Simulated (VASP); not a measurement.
Input of a VASP 6.6.1 run:

INCAR

```
PREC     = Accurate       # precision mode
ENCUT    = 520            # plane-wave cutoff, eV
EDIFF    = 1E-8           # SCF threshold, eV
ISMEAR   = -1             # smearing method
SIGMA    = 0.15           # smearing width, eV
LREAL    = F              # projectors in reciprocal space
LASPH    = T              # aspherical terms in the spheres
NELM     = 100            # most SCF steps
ALGO     = Normal         # electronic algorithm
ISIF     = 2              # what is computed and relaxed
LWAVE    = F              # write WAVECAR
LCHARG   = T              # write CHGCAR
GGA      = PS             # functional
IBRION   = 8              # ionic algorithm
NSW      = 1              # ionic steps
```

The input KPOINTS:

```
regular mesh
0
Gamma
  16 16 16
```

POSCAR

```
TiC
1.0
    0.0000000000      2.1468003956      2.1468003956
    2.1468003956      0.0000000000      2.1468003956
    2.1468003956      2.1468003956      0.0000000000
Ti C
1 1
Direct
    0.0000000000      0.0000000000      0.0000000000
    0.5000000000      0.5000000000      0.5000000000
```

Potentials or basis: VASP PAW PBE potentials, release 64 (Ti_sv, C).

Launch:

```sh
$ cat potpaw_PBE.64/Ti_sv/POTCAR potpaw_PBE.64/C/POTCAR > POTCAR
$ mpirun -np 1 vasp_std > vasp.out
```

Task: Estimate the highest phonon frequency at Γ, LO-TO splitting left out.

Result: 542 cm⁻¹.

Phonon frequencies in cm⁻¹ (negative: imaginary):
| q point | frequencies |
| --- | --- |
| (0.000, 0.000, 0.000) | 0 0 0 542 542 542 |
